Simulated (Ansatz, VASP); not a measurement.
## Two plane-wave programs on Si3Sn

```xyz
4
Lattice="4.0215 0.0000 0.0000 0.0000 4.0215 0.0000 0.0000 0.0000 4.0215" Properties=species:S:1:pos:R:3 pbc="T T T"
Si    2.0107    2.0107    0.0000
Si    2.0107    0.0000    2.0107
Si    0.0000    2.0107    2.0107
Sn    0.0000    0.0000    0.0000
```

Change from the starting cell: species swapped into the CuAu3 type (Pm-3m, No. 221).

Alike in both runs: task relaxation of cell and atoms; functional PBE; k mesh 4 × 4 × 4; occupations gaussian, width 0.1 eV; no spin polarisation.

|  | VASP | Ansatz |
| --- | --- | --- |
| version | VASP 6.6.1 | Ansatz 0.2.0 |
| potentials or method | VASP PAW PBE potentials, release 64 (Si, Sn_d), cutoff 600 eV | scalar-relativistic, plane waves, PAW |
| valence electrons in the cell | 26 | 26 |

VASP gave:

* gap on the k mesh at the Fermi level, each at its own relaxed structure (eV): none
* relaxed volume (Å³/atom): 19.24
* relaxed length of the cell vector where the two differ most in proportion (Å): 4.253

Task: Which values does Ansatz return?

Result: gap on the k mesh at the Fermi level, each at its own relaxed structure (eV): none; relaxed volume (Å³/atom): 19.19; relaxed length of the cell vector where the two differ most in proportion (Å): 4.250.

A gap of «none» marks a metal or a gap that the smearing closes.

The k mesh is coarse, so the values compare programs but aren't converged. Noted on VASP's run: the volume moved by over 15 % at a fixed basis, so the end points are rough.
